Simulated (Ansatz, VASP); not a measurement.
One calculation of Y, two programs

```xyz
2
Lattice="3.5414 0.0000 0.0000 -1.7707 3.0670 0.0000 0.0000 0.0000 5.5144" Properties=species:S:1:pos:R:3 pbc="T T T"
Y     0.0000    2.0447    1.3786
Y     1.7707    1.0223    4.1358
```

Alike in both runs: task single point; functional LDA; k mesh 16 × 16 × 9; occupations fermi-dirac, width 0.05 eV; no spin polarisation.

|  | VASP | Ansatz |
| --- | --- | --- |
| version | VASP 6.6.1 | Ansatz 0.2.0 |
| potentials or method | VASP PAW LDA potentials, release 64 (Y_sv), cutoff 500 eV | all-electron PAW with datasets made for the crystal, scalar-relativistic |

VASP gave:

```
pressure (GPa) : -0.1
```

Problem. What did Ansatz give for the same quantities?

Solution. Pressure (GPa): 0.0.

LDA's correlation is that of Perdew and Zunger in VASP and of Perdew and Wang (1992) in Ansatz. Ansatz ran all-electron here, and VASP with PAW potentials.
